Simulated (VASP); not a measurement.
A run of VASP 6.6.1 is set up as follows.

The input INCAR:

```
  PREC = Accurate
  ENCUT = 520
  EDIFF = 1E-6
  ISMEAR = -1
  SIGMA = 0.1
  LREAL = F
  LASPH = T
  NELM = 100
  ALGO = Normal
  ISIF = 2
  LWAVE = F
  LCHARG = F
  GGA = RE
  NBANDS = 14
```

Contents of KPOINTS:

```
regular mesh
0
Gamma
  14 14 4
```

File POSCAR:

```
Al
1.0
    2.8593093012      0.0000000000      0.0000000000
   -1.4296546506      2.4762344921      0.0000000000
    0.0000000000      0.0000000000      9.4891692051
Al
4
Direct
    0.0000000000      0.0000000000      0.0000000000
    0.0000000000      0.0000000000      0.5000000000
    0.3333333333      0.6666666667      0.2500000000
    0.6666666667      0.3333333333      0.7500000000
```

Potentials or basis: VASP PAW PBE potentials, release 64 (Al).

Command:

```console
$ cat potpaw_PBE.64/Al/POTCAR > POTCAR
$ mpirun -np 1 vasp_std > vasp.out
```

(1) Estimate the pressure.

(2) What does it give for the band gap on the k mesh?

## Answers

(1) -0.2 GPa.

(2) zero (band 6 reaches 11.54 eV, above the bottom of band 7 at 6.12 eV).

Caveat: the PAW data sets were made with another functional, which shifts forces and pressure a little.
